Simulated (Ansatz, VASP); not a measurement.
# Two plane-wave programs on KCl

```
CELL_PARAMETERS angstrom
0.00000 3.50728 3.47221
3.50728 0.00000 3.47221
3.50728 3.50728 0.00000
ATOMIC_POSITIONS crystal
K 0.00000 0.00000 0.00000
Cl 0.25000 0.25000 0.25000
```

Change from the starting cell: uniaxial_z strain -1.0%.

Alike in both runs: task single point; functional HSE06; k mesh 4 × 4 × 4; no spin polarisation.

```csv
,VASP,Ansatz
version,VASP 6.6.1,Ansatz 0.2.0
potentials or method,"VASP PAW PBE potentials, release 64 (K_sv, Cl)","plane waves, PAW"
plane-wave cutoff (eV),520,420
occupations,"gaussian, width 0.01 eV",fixed
valence electrons in the cell,16,16
```

|  | VASP | Ansatz | Ansatz less VASP |
| --- | --- | --- | --- |
| gap on the k mesh at the Fermi level (eV) | 6.04 | 6.04 | +0.001 |
| pressure (GPa) | 0.3 | 0.3 | -0.02 |

Ansatz's warnings: stress exchange threshold loose, stress scf threshold loose, xc potential rough in thin density.
